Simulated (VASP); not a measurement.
Cu3Pd, 4 atoms in the cell. Symmetry: P4/mmm, No. 123, tetragonal system. Conventional cell: a = 3.647 Å, b = 3.647 Å, c = 3.610 Å, α = 90.00°, β = 90.00°, γ = 90.00°. Within 3.4 Å of Cu (site symmetry mmm) lie 8 Cu at 2.57 to 2.58 Å and 4 Pd at 2.57 Å. Cu (site symmetry 4/mmm) has 8 Cu at 2.57 Å and 4 Pd at 2.58 Å within 3.4 Å. Pd (site symmetry 4/mmm) has 12 Cu at 2.57 to 2.58 Å within 3.4 Å. 

| Item | Value |
| --- | --- |
| Program | VASP 6.6.1 |
| Task | single point |
| Functional | PBEsol |
| Potentials or basis | VASP PAW PBE potentials, release 64 (Cu, Pd) |
| Cutoff | 520 eV |
| k mesh | 11 × 11 × 11 |
| Occupations | fermi-dirac, width 0.05 eV |
| Spin | no spin polarisation |
| Dipole correction | no |
| Further INCAR settings | ALGO = Normal; EDIFF = 1e-07; NBANDS = 30 |

Potentials or basis: VASP PAW PBE potentials, release 64 (Cu, Pd).

Run with:

```sh
$ cat potpaw_PBE.64/Cu/POTCAR potpaw_PBE.64/Pd/POTCAR > POTCAR
$ mpirun -np 1 vasp_std > vasp.out
```

Hardware: 1 thread of Intel(R) Xeon(R) Platinum 8259CL CPU @ 2.50GHz (Skylake/Cascade Lake), with other jobs on the host.

Problem. How long does it take, and how much memory?

Solution. Run time: 3 min on 1 thread of Intel(R) Xeon(R) Platinum 8259CL CPU @ 2.50GHz (Skylake/Cascade Lake) (shared host), peak memory 0.28 GiB. Counts: scf iterations 17, k points 126.
